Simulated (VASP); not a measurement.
**TeAs2: single point with r2SCAN**

TeAs2:

```
Te As
1.0
    -3.56598    3.56598    2.86988
     3.56598   -3.56598    2.86988
     3.56598    3.56598   -2.86988
Te As
2 4
Direct
  0.75000 0.25000 0.50000
  0.00000 0.00000 0.00000
  0.37500 0.62500 0.25000
  0.37500 0.12500 0.75000
  0.37500 0.62500 0.75000
  0.87500 0.62500 0.25000
```

```json
{
  "Program": "VASP 6.6.1",
  "Task": "single point",
  "Functional": "r2SCAN",
  "Potentials or basis": "VASP PAW PBE potentials, release 64 (Te, As)",
  "Cutoff": "520 eV",
  "k mesh": "8 × 8 × 8",
  "Occupations": "gaussian, width 0.1 eV",
  "Spin": "no spin polarisation",
  "Dipole correction": "no",
  "Further INCAR settings": "ALGO = Normal; EDIFF = 1e-06; NBANDS = 25"
}
```

```json
{"Pressure": "0.0 GPa", "Band gap on the k mesh": "zero (band 16 reaches 6.13 eV, above the bottom of band 17 at 5.56 eV)"}
```

Levels at points of the mesh, in eV from the Fermi level:
| k point | band 14 | band 15 | band 16 | band 17 | band 18 | band 19 |
| --- | --- | --- | --- | --- | --- | --- |
| (0.00, 0.00, 0.00) | -2.52 | -2.52 | -0.58 | 2.14 | 3.17 | 3.17 |
| (0.50, 0.00, 0.00) | -1.07 | -0.48 | -0.23 | 0.09 | 0.32 | 1.68 |
| (0.50, 0.50, 0.00) | -1.20 | -1.07 | -1.07 | -0.17 | -0.17 | 2.27 |
| (0.50, 0.50, 0.50) | -0.85 | -0.12 | -0.12 | 0.30 | 0.30 | 0.65 |

Run time: 8.3 min on 1 thread of AMD EPYC 9R45 96-Core Processor (Zen 5), on a shared host, peak memory 0.44 GiB.

Caveat: the PAW data sets were made with another functional, which shifts forces and pressure a little; spin-orbit coupling is left out, which moves the levels of the heavy elements.
